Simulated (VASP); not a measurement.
# W16N (Tungsten) in VASP: single point with PBE+D3(BJ)

Aim: the single point of W16N (Tungsten) with PBE+D3(BJ).

All numbers are computed with VASP 6.6.1; they aren't measurements. Logs are shortened: lines on timing, memory, paths and dates and some standing lists are left out, and cuts for length are marked.

### Step 1. The cell of the first run

The cell holds a slab with vacuum, 17 atoms: a = 5.472 Å, b = 5.472 Å, c = 25.702 Å, α = 90.00°, β = 90.00°, γ = 109.47°.

### Step 2. Single point, PBE+D3(BJ)

Input file INCAR:

```
  PREC = Accurate
  ENCUT = 520
  EDIFF = 1E-6
  ISMEAR = 0
  SIGMA = 0.1
  LREAL = Auto
  LASPH = T
  NELM = 80
  ALGO = Normal
  ISIF = 2
  LWAVE = F
  LCHARG = T
  LDIPOL = T
  IDIPOL = 3
  DIPOL = 0.5 0.5 0.471
  GGA = PE
  IVDW = 12
  LELF = T
  LVHAR = T
  LVACPOTAV = T
  NBANDS = 128
```

Input file KPOINTS:

```
regular mesh
0
Gamma
  6 6 1
```

Input file POSCAR:

```
W16N
1.0
    5.4723966476      0.0000000000      0.0000000000
   -1.8241322159      5.1594250385      0.0000000000
    0.0000000000      0.0000000000     25.7022897284
W N
16 1
Direct
    0.2500000000      0.2500000000      0.3307098351
    0.2500000000      0.7500000000      0.3307098351
    0.7500000000      0.2500000000      0.3307098351
    0.7500000000      0.7500000000      0.3307098351
    0.5000000000      0.5000000000      0.4176319187
    0.5000000000      0.0000000000      0.4176319187
    0.0000000000      0.5000000000      0.4176319187
    0.0000000000      0.0000000000      0.4176319187
    0.7507351396      0.7502053539      0.5058520026
    0.7509591417      0.2490408583      0.5033275159
    0.2499614955      0.7500385045      0.5046185872
    0.2497946461      0.2492648604      0.5058520026
   -0.0016599883      0.0016599883      0.5908609498
   -0.0024960910      0.4971804365      0.5915936826
    0.5028195635      0.0024960910      0.5915936826
    0.5053366001      0.4946633999      0.5890703904
    0.2199626911      0.7800373089      0.6347849775
```

Potentials or basis: VASP PAW PBE potentials, release 64 (W_sv, N).

Started as:

```bash
$ cat potpaw_PBE.64/W_sv/POTCAR potpaw_PBE.64/N/POTCAR > POTCAR
$ mpirun -np 1 vasp_std > vasp.out
```

OUTCAR:

```text
PREC = Accurate
   ENCUT = 520
   EDIFF = 1E-6
   ISMEAR = 0
   LREAL = Auto
   LASPH = T
   NELM = 80
   ISIF = 2
   GGA = PE
   IVDW = 12
 IVDW          = 12

 ion  position               nearest neighbor table
   1  0.250  0.250  0.331-   3 2.74   3 2.74   2 2.74   2 2.74   5 2.74   8 2.74   4 3.16   4 3.16
                             6 3.16   7 3.16
   2  0.250  0.750  0.331-   4 2.74   4 2.74   1 2.74   1 2.74   6 2.74   7 2.74   3 3.16   3 3.16
                             8 3.16   5 3.16
   3  0.750  0.250  0.331-   1 2.74   1 2.74   4 2.74   4 2.74   6 2.74   7 2.74   2 3.16   2 3.16
                             8 3.16   5 3.16
   4  0.750  0.750  0.331-   2 2.74   2 2.74   3 2.74   3 2.74   5 2.74   8 2.74   1 3.16   1 3.16
                             6 3.16   7 3.16
   5  0.500  0.500  0.418-   7 2.74   7 2.74   6 2.74   6 2.74   1 2.74   4 2.74   9 2.77  12 2.77
                            10 3.14   8 3.16   8 3.16   2 3.16   3 3.16  11 3.16
   6  0.500  0.000  0.418-  10 2.71   8 2.74   8 2.74   5 2.74   5 2.74   3 2.74   2 2.74  11 2.74
                             7 3.16   7 3.16   1 3.16   4 3.16  12 3.18   9 3.18
   7  0.000  0.500  0.418-  10 2.71   5 2.74   5 2.74   8 2.74   8 2.74   3 2.74   2 2.74  11 2.74
                             6 3.16   6 3.16   1 3.16   4 3.16   9 3.18  12 3.18
   8  0.000  0.000  0.418-   6 2.74   6 2.74   7 2.74   7 2.74   1 2.74   4 2.74  12 2.76   9 2.76
                            10 3.13   5 3.16   5 3.16   2 3.16   3 3.16  11 3.16
   9  0.751  0.750  0.506-  16 2.66  13 2.69  10 2.73  11 2.73  11 2.74  10 2.74   8 2.76   5 2.77
                            14 3.14  15 3.14  12 3.15  12 3.17   7 3.18   6 3.18
  10  0.751  0.249  0.503-   6 2.71   7 2.71  12 2.73   9 2.73  12 2.74   9 2.74  15 2.75  14 2.75
                            16 3.11   8 3.13   5 3.14  13 3.15  11 3.16  11 3.16
  11  0.250  0.750  0.505-   9 2.73  12 2.73   6 2.74   7 2.74   9 2.74  12 2.74  15 2.75  14 2.75
                            16 3.15  13 3.16  10 3.16  10 3.16   8 3.16   5 3.16
  12  0.250  0.249  0.506-  16 2.66  13 2.69  10 2.73  11 2.73  11 2.74  10 2.74   8 2.76   5 2.77
                            15 3.14  14 3.14   9 3.15   9 3.17   6 3.18   7 3.18
  13  0.998  0.002  0.591-  17 2.28  12 2.69   9 2.69  15 2.71  14 2.71  15 2.76  14 2.76  10 3.15
                            11 3.16  16 3.16  16 3.16
  14  0.998  0.497  0.592-  17 1.96  16 2.69  13 2.71  11 2.75  10 2.75  13 2.76  16 2.78  15 3.13
                             9 3.14  12 3.14  15 3.19
  15  0.503  0.002  0.592-  17 1.96  16 2.69  13 2.71  11 2.75  10 2.75  13 2.76  16 2.78  14 3.13
                            12 3.14   9 3.14  14 3.19
  16  0.505  0.495  0.589-  12 2.66   9 2.66  14 2.69  15 2.69  14 2.78  15 2.78  10 3.11  11 3.15
                            13 3.16  13 3.16
  17  0.220  0.780  0.635-  15 1.96  14 1.96  13 2.28

  LATTYP: Found a base centered orthorhombic cell.
 ALAT       =     6.3189793552
 B/A-ratio  =     1.4142135624
 C/A-ratio  =     4.0674748695

  Lattice vectors:

 A1 = (   5.4723966476,   0.0000000000,   0.0000000000)
 A2 = (  -1.8241322159,   5.1594250385,   0.0000000000)
 A3 = (   0.0000000000,   0.0000000000,  25.7022897284)

Analysis of symmetry for initial positions (statically):
=====================================================================
[... 167 lines left out ...]
   GGA     = PE    functional components
   LHFCALC =     F    Hartree Fock is set to
   AEXX    =    0.0000 exact exchange contribution
   IVDW    =    12    specifies the selected vdW correction
   LEPSILON=     F    determine dielectric tensor
   LRPA    =     F    only Hartree local field effects (RPA)
 non-spin polarized calculation
 Gauss-broadening in eV      SIGMA  =   0.10
  energy-cutoff  :      520.00
  volume of cell :      725.69
 maximum number of plane-waves:     19586
 NGX is ok and might be reduce to    42
   NGX = 21   NGY = 21   NGZ = 95

 dipolmoment           0.000000      0.000000     -0.011594 electrons x Angstroem

 number of electron     229.0000040 magnetization

 dipolmoment           0.000000      0.000000      0.009173 electrons x Angstroem

 Free energy of the ion-electron system (eV)
  ---------------------------------------------------
  ext. energy  EPLUGINS =         0.00000000
  ---------------------------------------------------
  free energy    TOTEN  =      -205.98156072 eV

  energy without entropy =     -205.92640977  energy(sigma->0) =     -205.95398525

 E-fermi :   0.9337     XC(G=0):  -5.6618

 val. band max:        0.9245023922   @ k =  -0.1667   0.1667   0.0000
 cond. band min:       0.9428433328   @ k =   0.5000   0.5000   0.0000
 fundamental gap:      0.0183409407
 Fermi energy:         0.9336754602

 k-point     1 :       0.0000    0.0000    0.0000
  band No.  band energies     occupation
      1     -73.2540      2.00000
      2     -73.2116      2.00000
      3     -73.2080      2.00000
      4     -73.1455      2.00000
      5     -73.1265      2.00000
      6     -73.1106      2.00000
[... 1666 lines left out ...]
    125       1.5445      0.00000
    126       1.7146      0.00000
 [bands above 126 left out]

------------------------ aborting loop because EDIFF is reached ----------------------------------------

 Edisp (eV)   -8.18650

 E8    (eV) :    -4.3151

  FORCE on cell =-STRESS in cart. coord.  units (eV):
  Direction    XX          YY          ZZ          XY          YZ          ZX
  --------------------------------------------------------------------------------------
  -------------------------------------------------------------------------------------
  Total     -14.13230   -15.50812    -3.77052    -1.94571     0.00931    -0.01317
  in kB     -31.20129   -34.23885    -8.32455    -4.29575     0.02056    -0.02908
  external pressure =      -24.59 kB  Pullay stress =        0.00 kB

 VOLUME and BASIS-vectors are now :
 -----------------------------------------------------------------------------
  energy-cutoff  :      520.00
  volume of cell :      725.69
      direct lattice vectors                 reciprocal lattice vectors
     5.472396648  0.000000000  0.000000000     0.182735292  0.064606682  0.000000000
    -1.824132216  5.159425039  0.000000000     0.000000000  0.193820046  0.000000000
     0.000000000  0.000000000 25.702289728     0.000000000  0.000000000  0.038907039

 POSITION                                       TOTAL-FORCE (eV/Angst)
 -----------------------------------------------------------------------------------
      0.91207      1.28986      8.50000         0.001511     -0.025387      0.560508
     -0.00000      3.86957      8.50000        -0.002110      0.001492      0.324845
      3.64826      1.28986      8.50000        -0.008873      0.006274      0.459162
      2.73620      3.86957      8.50000         0.024439      0.007038      0.560508
      1.82413      2.57971     10.73410        -0.100808      0.071282     -0.619624
      2.73620      0.00000     10.73410         0.053048      0.087499     -0.405362
[... 9 lines left out ...]
      1.86307      2.55218     15.14046        -0.011492      0.008126      0.044489
     -0.21917      4.02454     16.31543         0.002449     -0.001732      0.124892
 -----------------------------------------------------------------------------------
    total drift:                               -0.003151      0.002228      0.004564

  FREE ENERGIE OF THE ION-ELECTRON SYSTEM (eV)
  ---------------------------------------------------
  free  energy   TOTEN  =      -214.1680561142 eV

  energy  without entropy=     -214.1129051673  energy(sigma->0) =     -214.14048064

 vacuum level on the upper side and lower side of the slab         5.944         5.885
```

stdout:

```text
POSCAR found type information on POSCAR W N
 POSCAR found :  2 types and      17 ions
 scaLAPACK will be used
 LDA part: xc-table for (Slater+PW92), standard interpolation
 POSCAR, INCAR and KPOINTS ok, starting setup
 FFT: planning ... GRIDC
 FFT: planning ... GRID_SOFT
 FFT: planning ... GRID
 WAVECAR not read
 entering main loop
 -----------------------------------------------------------------------------
|                                                                             |
|           W    W    AA    RRRRR   N    N  II  N    N   GGGG   !!!           |
|           W    W   A  A   R    R  NN   N  II  NN   N  G    G  !!!           |
|           W    W  A    A  R    R  N N  N  II  N N  N  G       !!!           |
|           W WW W  AAAAAA  RRRRR   N  N N  II  N  N N  G  GGG   !            |
|           WW  WW  A    A  R   R   N   NN  II  N   NN  G    G                |
|           W    W  A    A  R    R  N    N  II  N    N   GGGG   !!!           |
|                                                                             |
|     Did not find any points to average over, which means that no vacuum     |
|     field-free region was found. Please increase the size of  your cell     |
|     in the dimension of the dipole correction to obtain accurate            |
|     workfunction values.                                                    |
|                                                                             |
 -----------------------------------------------------------------------------
```

Wall time 74 min (1 thread of Intel Xeon Platinum 8488C (Sapphire Rapids), shared host); peak memory 1.1 GiB.

Results:

* Free energy: -214.1681 eV
* Largest force: 0.632 eV/Å
* Dispersion energy per atom: -0.482 eV

Forces in eV/Å, atoms in the order of the input:
```
W    0.002 -0.025  0.561
W   -0.002  0.001  0.325
W   -0.009  0.006  0.459
W    0.024  0.007  0.561
W   -0.101  0.071 -0.620
W    0.053  0.087 -0.405
W   -0.065 -0.079 -0.405
W    0.097 -0.068 -0.609
W   -0.001 -0.005 -0.007
W   -0.005  0.003  0.008
W   -0.003  0.002  0.002
W    0.004  0.002 -0.007
W   -0.014  0.010  0.016
W   -0.031 -0.074 -0.024
W    0.059  0.054 -0.024
W   -0.011  0.008  0.044
N    0.002 -0.002  0.125
```

Caveat: spin-orbit coupling is left out, which moves the levels of the heavy elements.
